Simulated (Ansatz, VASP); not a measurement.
# One calculation of Ca2Cd3FeP4, two programs

```
CELL_PARAMETERS angstrom
4.27700 0.00000 0.00000
-2.13850 3.70399 0.00000
0.00000 0.00000 14.06200
ATOMIC_POSITIONS crystal
Cd 0.33333 0.66667 0.31845
Cd 0.33333 0.66667 0.81845
Cd 0.66667 0.33333 0.18155
Fe 0.66667 0.33333 0.68155
Ca 0.00000 0.00000 0.00000
Ca 0.00000 0.00000 0.50000
P 0.33333 0.66667 0.12025
P 0.33333 0.66667 0.62025
P 0.66667 0.33333 0.37975
P 0.66667 0.33333 0.87975
```

Alike in both runs: task single point; functional LDA; k mesh 4 × 4 × 1; occupations fermi-dirac, width 0.02 eV; collinear spin; Hubbard terms Fe d U = 5.3 eV.

|  | VASP | Ansatz |
| --- | --- | --- |
| version | VASP 6.6.1 | Ansatz 0.2.0 |
| potentials or method | VASP PAW LDA potentials, release 64 (Cd, Fe, Ca_sv, P), cutoff 520 eV | PAW, plane waves, scalar-relativistic |
| valence electrons in the cell | 84 | 116 |

Ansatz gave:

| Item | Value |
| --- | --- |
| pressure (GPa) | -5.7 |
| traceless stress, the component that is largest in VASP (GPa) | -0.25 |
| rms of the force components (eV/Å) | 0.168 |
| net moment per atom (μB) | 0.40 |
| size of the moment on the site where the two differ most (μB) | 0.04 |

Q: What did VASP give for the same quantities?

A: Pressure (GPa): -6.1; traceless stress, the component that is largest in VASP (GPa): -0.11; rms of the force components (eV/Å): 0.236; net moment per atom (μB): 0.38; size of the moment on the site where the two differ most (μB): 0.07.

LDA's correlation is that of Perdew and Zunger in VASP and of Perdew and Wang (1992) in Ansatz. Site moments also hang on the region over which each program counts them. The programs project onto different local orbitals, so the same U acts differently, and such runs can settle in different states. Atom by atom the forces differ by 0.090 eV/Å (rms over components). VASP's potentials hold 84 valence electrons a cell and Ansatz's 116, so a difference there can come from the potentials and not from the codes. Ansatz's warnings: stability check not made.

The k mesh is coarse, so the values compare programs but aren't converged.
